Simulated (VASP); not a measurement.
Wanted: the native input for a VASP 6.6.1 run.

- Task: single point
- Functional: PBE
- Potentials or basis: VASP PAW PBE potentials, release 64 (Mn_sv, O)
- Cutoff: 700 eV
- k mesh: 11 × 11 × 11
- Occupations: fermi-dirac, width 0.05 eV
- Spin: collinear spin, ferromagnetic start
- Starting moments: [4.0, 0.0, 0.0] μB
- Dipole correction: no
- Further INCAR settings: ALGO = Normal; EDIFF = 1e-06; NBANDS = 24

The structure of MnO2 lies in POSCAR:

```
MnO2
1.0
    1.4284348394      0.8247072390      4.5839315268
   -1.4284348394      0.8247072390      4.5839315268
    0.0000000000     -1.6494144781      4.5839315268
Mn O
1 2
Direct
    0.0000000000      0.0000000000      0.0000000000
    0.7356355100      0.7356355100      0.7356355100
    0.2643644900      0.2643644900      0.2643644900
```

The input as run:

INCAR

```
SYSTEM = MnO2
PREC     = Accurate       ! precision mode
ENCUT    = 700            ! plane-wave cutoff, eV
EDIFF    = 1E-6           ! SCF threshold, eV
ISMEAR   = -1             ! smearing method
SIGMA    = 0.05           ! smearing width, eV
LREAL    = .False.        ! projectors in reciprocal space
LASPH    = .True.         ! aspherical terms in the spheres
NELM     = 200            ! most SCF steps
ALGO     = Normal         ! electronic algorithm
ISIF     = 2              ! what is computed and relaxed
LWAVE    = .False.        ! write WAVECAR
LCHARG   = .False.        ! write CHGCAR
ISPIN    = 2              ! spin polarisation
MAGMOM   = 4 0 0          ! initial moments
LORBIT   = 11             ! projections on sites
LMAXMIX  = 4              ! l up to which the mixer works
GGA      = PE             ! functional
NBANDS   = 24             ! bands
GGA_COMPAT= .False.
```

KPOINTS

```
regular mesh
0
Gamma
  11 11 11
  0 0 0
```

Potentials or basis: VASP PAW PBE potentials, release 64 (Mn_sv, O).

The run is started by

```bash
$ cat potpaw_PBE.64/Mn_sv/POTCAR potpaw_PBE.64/O/POTCAR > POTCAR
$ mpirun -np 1 vasp_std > vasp.out
```

Results of the run:

The pressure is 4.6 GPa, the largest force is 0.196 eV/Å and the band gap on the k mesh is 0.87 eV (least direct gap 0.93 eV). The net moment is 3.00 μB per cell and the site moments are Mn +2.72; O +0.04 μB. The valence electrons inside the program's atomic spheres are Mn 12.78; O 5.00.

Caveat: the cell stands under pressure; a cell with one magnetic atom can't hold antiferromagnetic order, which such compounds often take.

Wall time 15 min on 1 thread of Intel(R) Xeon(R) Platinum 8488C (Sapphire Rapids), on a shared host, peak memory 0.48 GiB.
